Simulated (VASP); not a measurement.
# Cd4O3 (P-62m) in VASP: further runs

Runs on Cd4O3. Level: PBE. Tasks: single point, relaxation of cell and atoms.

Everything below comes from runs of VASP 6.6.1. Logs are shortened: lines on timing, memory, paths and dates and some standing lists are left out, and cuts for length are marked.

### Step 1. The cell of the first run

The structure is hexagonal, space group P-62m (No. 189). The conventional cell has a = 5.724 Å, b = 5.724 Å, c = 5.695 Å, α = 90.00°, β = 90.00°, γ = 120.00°. Cd (site symmetry 3) has 3 O at 2.25 Å and 2 Cd at 2.82 to 2.88 Å within 3.0 Å. Within 3.0 Å of O (site symmetry m2m) lie 4 Cd at 2.25 Å and 4 O at 2.98 Å.

The cell was built from a structure type or drawn by symmetry, and may not be a known phase.

### Step 2. Single point, PBE

The input, INCAR:

```
ALGO     = Normal         # electronic algorithm
EDIFF    = 1E-7           # SCF threshold, eV
ENCUT    = 520            # plane-wave cutoff, eV
GGA      = PE             # functional
ISIF     = 2              # what is computed and relaxed
ISMEAR   = 0              # smearing method
LASPH    = True           # aspherical terms in the spheres
LCHARG   = True           # write CHGCAR
LELF     = True           # ELF
LREAL    = False          # projectors in reciprocal space
LVHAR    = True         
LWAVE    = False          # write WAVECAR
NBANDS   = 42             # bands
NELM     = 60             # most SCF steps
PREC     = Accurate       # precision mode
SIGMA    = 0.2            # smearing width, eV
```

The input, KPOINTS:

```
k-points
0
Gamma
  4 4 3
```

The input, POSCAR:

```
Cd4O3
1.0
    5.7238641056      0.0000000000      0.0000000000
   -2.8619320528      4.9570117232      0.0000000000
    0.0000000000      0.0000000000      5.6950761003
Cd O
4 3
Direct
    0.3333333333      0.6666666667      0.2526697016
    0.3333333333      0.6666666667      0.7473302984
    0.6666666667      0.3333333333      0.7473302984
    0.6666666667      0.3333333333      0.2526697016
    0.4145480534      0.0000000000      0.0000000000
    0.0000000000      0.4145480534      0.0000000000
    0.5854519466      0.5854519466      0.0000000000
```

Potentials or basis: VASP PAW PBE potentials, release 64 (Cd, O).

Launch:

```console
$ cat potpaw_PBE.64/Cd/POTCAR potpaw_PBE.64/O/POTCAR > POTCAR
$ mpirun -np 1 vasp_std > vasp.out
```

OUTCAR:

```text
EDIFF = 1E-7
   ENCUT = 520
   GGA = PE
   ISIF = 2
   ISMEAR = 0
   LASPH = True
   LREAL = False
   NELM = 60
   PREC = Accurate

 ion  position               nearest neighbor table
   1  0.333  0.667  0.253-   5 2.25   6 2.25   7 2.25   2 2.82   2 2.88   4 3.30   4 3.30   4 3.30

   2  0.333  0.667  0.747-   5 2.25   6 2.25   7 2.25   1 2.82   1 2.88   3 3.30   3 3.30   3 3.30

   3  0.667  0.333  0.747-   6 2.25   5 2.25   7 2.25   4 2.82   4 2.88   2 3.30   2 3.30   2 3.30

   4  0.667  0.333  0.253-   6 2.25   5 2.25   7 2.25   3 2.82   3 2.88   1 3.30   1 3.30   1 3.30

   5  0.415  0.000  0.000-   1 2.25   2 2.25   3 2.25   4 2.25
   6  0.000  0.415  0.000-   3 2.25   4 2.25   1 2.25   2 2.25
   7  0.585  0.585  0.000-   3 2.25   4 2.25   1 2.25   2 2.25

  LATTYP: Found a hexagonal cell.
 ALAT       =     5.7238641056
 C/A-ratio  =     0.9949705296

  Lattice vectors:

 A1 = (   5.7238641056,   0.0000000000,   0.0000000000)
 A2 = (  -2.8619320528,   4.9570117232,   0.0000000000)
 A3 = (   0.0000000000,   0.0000000000,   5.6950761003)

Analysis of symmetry for initial positions (statically):
=====================================================================
 Subroutine PRICEL returns:
 Original cell was already a primitive cell.

 Routine SETGRP: Setting up the symmetry group for a
 hexagonal supercell.

 Subroutine GETGRP returns: Found 12 space group operations
 (whereof 12 operations were pure point group operations)
 out of a pool of 24 trial point group operations.

The static configuration has the point symmetry D_3h.

Analysis of symmetry for dynamics (positions and initial velocities):
=====================================================================
 Subroutine PRICEL returns:
 Original cell was already a primitive cell.

 Routine SETGRP: Setting up the symmetry group for a
 hexagonal supercell.

 Subroutine GETGRP returns: Found 12 space group operations
 (whereof 12 operations were pure point group operations)
 out of a pool of 24 trial point group operations.

The dynamic configuration has the point symmetry D_3h.

 Subroutine INISYM returns: Found 12 space group operations
 (whereof 12 operations are pure point group operations),
 and found     1 'primitive' translations

----------------------------------------------------------------------------------------

                                     Primitive cell

  volume of cell :     161.5879

  direct lattice vectors                    reciprocal lattice vectors
     5.723864106  0.000000000  0.000000000     0.174707153  0.100867222  0.000000000
    -2.861932053  4.957011723  0.000000000     0.000000000  0.201734443  0.000000000
     0.000000000  0.000000000  5.695076100     0.000000000  0.000000000  0.175590279

  length of vectors
     5.723864106  5.723864106  5.695076100     0.201734443  0.201734443  0.175590279

  position of ions in fractional coordinates (direct lattice)
     0.333333333  0.666666667  0.252669702
     0.333333333  0.666666667  0.747330298
     0.666666667  0.333333333  0.747330298
     0.666666667  0.333333333  0.252669702
     0.414548053  0.000000000  0.000000000
     0.000000000  0.414548053  0.000000000
     0.585451947  0.585451947  0.000000000

  ion indices of the primitive-cell ions
   primitive index   ion index
                 1           1
                 2           2
                 3           3
                 4           4
                 5           5
                 6           6
                 7           7

----------------------------------------------------------------------------------------

 KPOINTS: k-points

Automatic generation of k-mesh.
 Grid dimensions read from file:
 generate k-points for:    4    4    3

 Generating k-lattice:

  Cartesian coordinates                     Fractional coordinates (reciprocal lattice)
     0.043676788  0.025216805  0.000000000     0.250000000  0.000000000  0.000000000
     0.000000000  0.050433611  0.000000000     0.000000000  0.250000000  0.000000000
     0.000000000  0.000000000  0.058530093     0.000000000  0.000000000  0.333333333

  Length of vectors
     0.050433611  0.050433611  0.058530093

  Shift w.r.t. Gamma in fractional coordinates (k-lattice)
     0.000000000  0.000000000  0.000000000

 Subroutine IBZKPT returns following result:
 ===========================================

 Found      8 irreducible k-points:

 Following reciprocal coordinates:
            Coordinates               Weight
  0.000000  0.000000  0.000000      1.000000
  0.250000  0.000000  0.000000      6.000000
  0.500000  0.000000  0.000000      3.000000
  0.250000  0.250000  0.000000      6.000000
  0.000000  0.000000  0.333333      2.000000
  0.250000  0.000000  0.333333     12.000000
  0.500000  0.000000  0.333333      6.000000
  0.250000  0.250000  0.333333     12.000000
   k-points           NKPTS =      8   k-points in BZ     NKDIM =      8   number of bands    NBANDS=     42
   number of dos      NEDOS =    301   number of ions     NIONS =      7
   total plane-waves  NPLWV =  96768
   dimension x,y,z NGX =    48 NGY =   48 NGZ =   42
   dimension x,y,z NGXF=    96 NGYF=   96 NGZF=   84
   ions per type =               4   3
   NGX,Y,Z   is equivalent  to a cutoff of  13.94, 13.94, 12.26 a.u.
   NGXF,Y,Z  is equivalent  to a cutoff of  27.88, 27.88, 24.52 a.u.
 SYSTEM =  unknown system
   PREC   = accura    normal or accurate (medium, high low for compatibility)
   ISTART =      0    job   : 0-new  1-cont  2-samecut
   ICHARG =      2    charge: 1-file 2-atom 10-const
   ISPIN  =      1    spin polarized calculation?
   LNONCOLLINEAR =      F non collinear calculations
   LSORBIT =      F    spin-orbit coupling
   LASPH  =      T    aspherical Exc in radial PAW
   ENCUT  =  520.0 eV  38.22 Ry    6.18 a.u.  10.64 10.64 10.59*2*pi/ulx,y,z
   NELM   =     60;   NELMIN=  2; NELMDL= -5     # of ELM steps
   EDIFF  = 0.1E-06   stopping-criterion for ELM
   LREAL  =      F    real-space projection
   EDIFFG = 0.1E-05   stopping-criterion for IOM
   NSW    =      0    number of steps for IOM
   IBRION =     -1    ionic relax: 0-MD 1-quasi-New 2-CG
   NFREE  =      0    steps in history (QN), initial steepest desc. (CG)
   ISIF   =      2    stress and relaxation
   ISYM   =      2    0-nonsym 1-usesym 2-fastsym
   POTIM  = 0.5000    time-step for ionic-motion
   TEBEG  =    0.0;   TEEND  =   0.0 temperature during run
   PSTRESS=    0.0 pullay stress
   NELECT =      66.0000    total number of electrons
   NUPDOWN=      -1.0000    fix difference up-down
   EMIN   =  10.00;   EMAX   =-10.00  energy-range for DOS
   EFERMI =   0.00;   METHOD = LEGACY
   ISMEAR =     0;   SIGMA  =   0.20  broadening in eV -4-tet -1-fermi 0-gaus
   EFERMI_NEDOS =   21; number of points for ismear=-14 and -15
   IALGO  =     38    algorithm
   IMIX   =      4    mixing-type and parameters
     AMIX     =   0.40;   BMIX     =  1.00
     AMIX_MAG =   1.60;   BMIX_MAG =  1.00
  volume/ion in A,a.u.               =      23.08       155.78
  Fermi-wavevector in a.u.,A,eV,Ry     =   1.214656  2.295367 20.073881  1.475389
  Thomas-Fermi vector in A             =   2.350068
   LORBIT       =      0    0 simple, 1 ext, 2 COOP (PROOUT), +10 PAW based schemes
   GGA     = PE    functional components
   LHFCALC =     F    Hartree Fock is set to
   AEXX    =    0.0000 exact exchange contribution
   IVDW    =     0    specifies the selected vdW correction
   LEPSILON=     F    determine dielectric tensor
   LRPA    =     F    only Hartree local field effects (RPA)
 non-spin polarized calculation
 Gauss-broadening in eV      SIGMA  =   0.20
  energy-cutoff  :      520.00
  volume of cell :      161.59
 maximum number of plane-waves:      4383
 NGX is ok and might be reduce to    48
   NGX = 21   NGY = 21   NGZ = 21

 number of electron      65.9999978 magnetization

 Free energy of the ion-electron system (eV)
  ---------------------------------------------------
  ext. energy  EPLUGINS =         0.00000000
  ---------------------------------------------------
  free energy    TOTEN  =       -20.29104244 eV

  energy without entropy =      -20.20691022  energy(sigma->0) =      -20.24897633

 E-fermi :  -0.8292     XC(G=0):  -8.5047

 val. band max:       -0.9144911438   @ k =   0.5000   0.0000   0.3333
 cond. band min:      -0.4848619507   @ k =   0.2500   0.2500   0.3333
 fundamental gap:      0.4296291931
 Fermi energy:        -0.8292390636

 k-point     1 :       0.0000    0.0000    0.0000
  band No.  band energies     occupation
      1     -17.5766      2.00000
      2     -17.0660      2.00000
      3     -17.0660      2.00000
      4      -9.1752      2.00000
      5      -8.9591      2.00000
      6      -8.7518      2.00000
[... 34 lines left out ...]
     41       5.5411      0.00000
     42       6.7274      0.00000

 k-point     2 :       0.2500    0.0000    0.0000
  band No.  band energies     occupation
      1     -17.5124      2.00000
      2     -17.1336      2.00000
      3     -17.0702      2.00000
      4      -9.1680      2.00000
      5      -9.0277      2.00000
      6      -8.7174      2.00000
[... 34 lines left out ...]
     41       6.4991      0.00000
     42       6.5926      0.00000

 k-point     3 :       0.5000    0.0000    0.0000
  band No.  band energies     occupation
      1     -17.4054      2.00000
      2     -17.2441      2.00000
      3     -17.0745      2.00000
      4      -9.1542      2.00000
      5      -9.0817      2.00000
      6      -8.6771      2.00000
[... 177 lines left out ...]
      4      -8.7689      2.00000
      5      -8.7342      2.00000
      6      -8.5400      2.00000
[... 34 lines left out ...]
     41       7.5331      0.00000
     42       7.8457      0.00000

 k-point     8 :       0.2500    0.2500    0.3333
  band No.  band energies     occupation
      1     -17.4018      2.00000
      2     -17.2358      2.00000
      3     -17.0756      2.00000
      4      -8.7616      2.00000
      5      -8.7433      2.00000
      6      -8.5646      2.00000
[... 34 lines left out ...]
     41       8.0872      0.00000
     42       8.1430      0.00000

------------------------ aborting loop because EDIFF is reached ----------------------------------------

  FORCE on cell =-STRESS in cart. coord.  units (eV):
  Direction    XX          YY          ZZ          XY          YZ          ZX
  --------------------------------------------------------------------------------------
  -------------------------------------------------------------------------------------
  Total        0.9075505      0.9075505      0.6701642      0.0000000     -0.0000000      0.0000000
  in kB        8.9985511      8.9985511      6.6448169      0.0000000     -0.0000000      0.0000000
  external PRESSURE =       8.2139730 kB  Pullay stress =       0.0000000 kB

 VOLUME and BASIS-vectors are now :
 -----------------------------------------------------------------------------
  energy-cutoff  :      520.00
  volume of cell :      161.59
      direct lattice vectors                 reciprocal lattice vectors
     5.723864106  0.000000000  0.000000000     0.174707153  0.100867222  0.000000000
    -2.861932053  4.957011723  0.000000000     0.000000000  0.201734443  0.000000000
     0.000000000  0.000000000  5.695076100     0.000000000  0.000000000  0.175590279

 POSITION                                       TOTAL-FORCE (eV/Angst)
 -----------------------------------------------------------------------------------
     -0.00000      3.30467      1.43897         0.000000     -0.000000      0.134196
     -0.00000      3.30467      4.25610         0.000000     -0.000000     -0.134196
      2.86193      1.65234      4.25610         0.000000     -0.000000     -0.134196
      2.86193      1.65234      1.43897         0.000000     -0.000000      0.134196
      2.37282      0.00000      0.00000        -0.045579     -0.000000      0.000000
     -1.18641      2.05492      0.00000         0.022789     -0.039472      0.000000
      1.67552      2.90209      0.00000         0.022789      0.039472      0.000000
 -----------------------------------------------------------------------------------
    total drift:                                0.000001      0.000001     -0.000000

  FREE ENERGIE OF THE ION-ELECTRON SYSTEM (eV)
  ---------------------------------------------------
  free  energy   TOTEN  =       -20.2910424361 eV

  energy  without entropy=      -20.2069102249  energy(sigma->0) =      -20.24897633
```

It took 61 s on 1 thread of Intel Xeon Platinum 8488C (Sapphire Rapids), shared host; peak memory 0.3 GiB.

Results:

```yaml
Free_energy: -20.2910 eV
Pressure: 0.8 GPa
Largest_force: 0.134 eV/Å
Band_gap_on_the_k_mesh: zero (bands 33 and 34 overlap by 0.16 eV)
```

Forces in eV/Å, atoms in the order of the input:
```
Cd   0.000  0.000  0.134
Cd   0.000  0.000 -0.134
Cd   0.000  0.000 -0.134
Cd   0.000  0.000  0.134
O   -0.046  0.000  0.000
O    0.023 -0.039  0.000
O    0.023  0.039  0.000
```

Stress tensor (GPa, compression positive):
```
0.90 0.00 0.00
0.00 0.90 0.00
0.00 0.00 0.66
```

Caveat: the k points lie up to 0.37 Å⁻¹ apart; semilocal functionals underestimate gaps, so a narrow gap can read as zero.

### Step 3. Relaxation of cell and atoms, PBE

This run uses another cell than the first one, of 17.35 Å³/atom.

The input, INCAR:

```
SYSTEM = Cd4O3
PREC = Accurate
ENCUT = 600
EDIFF = 1E-6
ISMEAR = 0
SIGMA = 0.2
LREAL = .False.
LASPH = .True.
NELM = 80
ALGO = Normal
ISIF = 3
LWAVE = .False.
LCHARG = .False.
GGA = PE
IBRION = 2
NSW = 36
EDIFFG = -0.08
```

The input, KPOINTS:

```
Automatic mesh
0
Gamma
  4 4 3
  0 0 0
```

The input, POSCAR:

```
Cd4O3
1.0
    4.5308724400      0.0000000000      0.0000000000
   -2.2654362200      3.9238506400      0.0000000000
    0.0000000000      0.0000000000      6.8313136900
Cd O
4 3
Direct
    0.3333333300      0.6666666700      0.2116438900
    0.3333333300      0.6666666700      0.7883561100
    0.6666666700      0.3333333300      0.7883561100
    0.6666666700      0.3333333300      0.2116438900
    0.4114475400      0.0000000000      0.0000000000
    0.0000000000      0.4114475400      0.0000000000
    0.5885524600      0.5885524600      0.0000000000
```

Potentials or basis: VASP PAW PBE potentials, release 64 (Cd, O).

Launch:

```console
$ cat potpaw_PBE.64/Cd/POTCAR potpaw_PBE.64/O/POTCAR > POTCAR
$ mpirun -np 1 vasp_std > vasp.out
```

It took 9.5 min on 1 thread of Intel Xeon Platinum 8488C (Sapphire Rapids), shared host; peak memory 0.27 GiB.

It converged, with:

```yaml
Free_energy: -20.1150 eV
Relaxed_volume: 21.75 Å³/atom
Relaxed_cell: a = 5.547 Å, b = 5.547 Å, c = 5.714 Å, α = 90.00°, β = 90.00°, γ = 120.00°
Space_group_after_relaxing_to_0.1_Å: P-62m (No. 189)
Energy_gained_by_relaxing: 1313.4 meV/atom
Ionic_steps: 19
Pressure_after_relaxing: -0.1 GPa
Largest_force_after_relaxing: 0.055 eV/Å
Band_gap_on_the_k_mesh: zero (bands 33 and 34 overlap by 0.19 eV)
```

Forces in eV/Å, atoms in the order of the input:
```
Cd   0.000  0.000 -0.055
Cd   0.000  0.000  0.055
Cd   0.000  0.000  0.055
Cd   0.000  0.000 -0.055
O    0.021  0.000  0.000
O   -0.011  0.018  0.000
O   -0.011 -0.018  0.000
```

Stress tensor (GPa, compression positive):
```
-0.03  0.00  0.00
 0.00 -0.03  0.00
 0.00  0.00 -0.38
```

The path:
| step | energy change (eV) | largest force (eV/Å) | pressure (GPa) | volume (Å³) |
| --- | --- | --- | --- | --- |
| 1 | 0.0000 | 7.0278 | 51.12 | 121.45 |
| 2 | -0.0892 | 1.8052 | -10.48 | 247.04 |
| 3 | -5.8761 | 1.3158 | -2.38 | 164.73 |
| 4 | -5.9610 | 1.1324 | -1.03 | 161.07 |
| 5 | -6.0048 | 0.8191 | 1.21 | 156.08 |
| 6 | -7.3762 | 0.5996 | -0.36 | 162.66 |
| 7 | -8.0097 | 2.6519 | -0.01 | 174.83 |
| 8 | -8.6425 | 0.4713 | -1.28 | 170.47 |
| 9 | -8.6795 | 0.6830 | -1.21 | 171.33 |
| 10 | -8.6826 | 0.7394 | -1.18 | 171.54 |
| 11 | -8.8561 | 0.7553 | -1.23 | 167.24 |
| 12 | -9.0959 | 0.2230 | 0.41 | 154.25 |
| 13 | -9.1040 | 0.5940 | -0.40 | 158.22 |
| 14 | -9.1153 | 0.4687 | -0.10 | 156.50 |
| 15 | -9.1458 | 0.6429 | -1.54 | 153.58 |
| 16 | -9.1715 | 0.1985 | -1.05 | 154.76 |
| 17 | -9.1797 | 0.0994 | 1.36 | 148.70 |
| 18 | -9.1919 | 0.0567 | 0.27 | 151.32 |
| 19 | -9.1938 | 0.0552 | -0.15 | 152.24 |

Final structure:
```
Cd O
1.0
     5.54655    0.00000    0.00000
    -2.77328    4.80345    0.00000
     0.00000    0.00000    5.71402
Cd O
4 3
Direct
  0.33333 0.66667 0.25417
  0.33333 0.66667 0.74583
  0.66667 0.33333 0.74583
  0.66667 0.33333 0.25417
  0.38478 0.00000 0.00000
  0.00000 0.38478 0.00000
  0.61522 0.61522 0.00000
```

Levels at points of the mesh, in eV from the Fermi level:
```
           k point  band 31  band 32  band 33  band 34  band 35  band 36
(0.00, 0.00, 0.00)    -0.86    -0.07    -0.07     1.80     4.09     4.09
(0.50, 0.00, 0.00)    -0.73    -0.73    -0.36    -0.13     3.12     4.24
```

Caveat: the k points lie up to 0.37 Å⁻¹ apart in the final cell; the volume moved by over 15 % at a fixed basis, so the end points are rough; semilocal functionals underestimate gaps, so a narrow gap can read as zero; the relaxation stopped at a loose force limit of 0.08 eV/Å, so its end isn't a converged minimum.
